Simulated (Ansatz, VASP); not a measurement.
BP: VASP beside Ansatz

File POSCAR:

```
BP
1.0
    0.0000000000      2.2690000000      2.2690000000
    2.2690000000      0.0000000000      2.2690000000
    2.2690000000      2.2690000000      0.0000000000
P B
1 1
Direct
    0.7500000000      0.7500000000      0.7500000000
    0.0000000000      0.0000000000      0.0000000000
```

Contents of INCAR.step1:

```
PREC     = Accurate       # precision mode
ENCUT    = 520            # plane-wave cutoff, eV
EDIFF    = 1E-5           # SCF threshold, eV
ISMEAR   = -1             # smearing method
SIGMA    = 0.05           # smearing width, eV
LREAL    = False          # projectors in reciprocal space
LASPH    = True           # aspherical terms in the spheres
NELM     = 60             # most SCF steps
ALGO     = Normal         # electronic algorithm
ISIF     = 2              # what is computed and relaxed
LWAVE    = True           # write WAVECAR
GGA      = PE             # functional
NBANDS   = 11             # bands
```

Contents of INCAR.step2:

```
PREC     = Accurate       # precision mode
ENCUT    = 520            # plane-wave cutoff, eV
EDIFF    = 1E-6           # SCF threshold, eV
ISMEAR   = -1             # smearing method
SIGMA    = 0.05           # smearing width, eV
LREAL    = False          # projectors in reciprocal space
LASPH    = True           # aspherical terms in the spheres
NELM     = 60             # most SCF steps
ALGO     = Normal         # electronic algorithm
ISIF     = 2              # what is computed and relaxed
LWAVE    = False          # write WAVECAR
LCHARG   = True           # write CHGCAR
GGA      = PS             # functional
LHFCALC  = True           # exact exchange
AEXX     = 0.25           # exact-exchange fraction
HFSCREEN = 0.207          # screening, 1/A
PRECFOCK = Normal       
LELF     = True           # ELF
LVHAR    = True         
ISTART   = 1            
NBANDS   = 11             # bands
```

Contents of KPOINTS:

```
Automatic mesh
0
Gamma
  5 5 5
```

input.yaml

```yaml
crystal:
  lattice:
    - [0.0, 2.269, 2.269]
    - [2.269, 0.0, 2.269]
    - [2.269, 2.269, 0.0]
  atoms:
    - { symbol: P, position: [0.75, 0.75, 0.75] }
    - { symbol: B, position: [0.0, 0.0, 0.0] }
hamiltonian:
  xc:
    exchange: hjs_pbesol
    correlation: pbesol
    exx: { coeff: 0.25, omega: 0.207 }
  pseudopotentials: { kind: paw }
kpoints:
  mp_grid: { grid: [5, 5, 5] }
  band_path:
    path:
      - [[0.0, 0.0, 0.0], [0.5, 0.0, 0.5], [0.5, 0.25, 0.75], [0.375, 0.375, 0.75], [0.0, 0.0, 0.0], [0.5, 0.5, 0.5], [0.625, 0.25, 0.625], [0.5, 0.25, 0.75], [0.5, 0.5, 0.5], [0.375, 0.375, 0.75]]
      - [[0.625, 0.25, 0.625], [0.5, 0.0, 0.5]]
    npoints: 4
scf:
  occupations: { method: fermi_dirac, width: 0.05 }
  n_extra_bands: 6
output:
  forces: true
  stress: true
  eigenvalues: true
  fatbands: false
```

Alike in both runs: functional PBEsol-based screened hybrid; k mesh 5 × 5 × 5; occupations fermi-dirac, width 0.05 eV; no spin polarisation.

|  | VASP | Ansatz |
| --- | --- | --- |
| version | VASP 6.6.1 | Ansatz 0.2.0 |
| potentials or method | VASP PAW PBE potentials, release 64 (P, B) | Ansatz PAW |
| plane-wave cutoff (eV) | 520 | 420 |
| valence electrons in the cell | 8 | 8 |
| task | single point | band structure |

VASP gave:

| Item | Value |
| --- | --- |
| gap on the k mesh at the Fermi level (eV) | 1.91 |
| least direct gap on the mesh (eV) | 4.31 |
| pressure (GPa) | -3.6 |

What did Ansatz give for the same quantities?

gap on the k mesh at the Fermi level (eV): 1.92; least direct gap on the mesh (eV): 4.32; pressure (GPa): -3.3.

VASP's potentials were made for PBE, not for PBEsol-based screened hybrid.

The k mesh is coarse, so the values compare programs but aren't converged.
